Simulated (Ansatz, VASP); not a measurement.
Two plane-wave programs on CdS

```
Cd S
1.0
     0.00000    2.91000    2.91000
     2.91000    0.00000    2.91000
     2.91000    2.91000    0.00000
Cd S
1 1
Direct
  0.02148 0.97852 0.02148
  0.75000 0.75000 0.75000
```

Change from the starting cell: all Cd atoms moved +0.125 Å, as atom 1 along Cartesian [0 1 0].

Alike in both runs: task single point; functional PBE; k mesh 8 × 8 × 8; occupations gaussian, width 0.05 eV; no spin polarisation.

|  | VASP | Ansatz |
| --- | --- | --- |
| version | VASP 6.6.1 | Ansatz 0.2.0 |
| potentials or method | VASP PAW PBE potentials, release 64 (Cd, S), cutoff 520 eV | scalar-relativistic, plane waves, PAW |
| valence electrons in the cell | 18 | 26 |

Ansatz gave:

| Property | Result |
| --- | --- |
| gap on the k mesh at the Fermi level (eV) | 1.16 |
| least direct gap on the mesh (eV) | 1.16 |
| pressure (GPa) | 3.7 |
| traceless stress, the component that is largest in VASP (GPa) | -2.95 |
| rms of the force components (eV/Å) | 0.373 |

Q: What did VASP give for the same quantities?

A: gap on the k mesh at the Fermi level (eV): 1.17; least direct gap on the mesh (eV): 1.17; pressure (GPa): 4.1; traceless stress, the component that is largest in VASP (GPa): -3.06; rms of the force components (eV/Å): 0.383.

Atom by atom the forces differ by 0.010 eV/Å (rms over components). The functional is the same, so the differences come from potentials, cutoffs and numerics. VASP's potentials hold 18 valence electrons a cell and Ansatz's 26, so a difference there can come from the potentials and not from the codes.
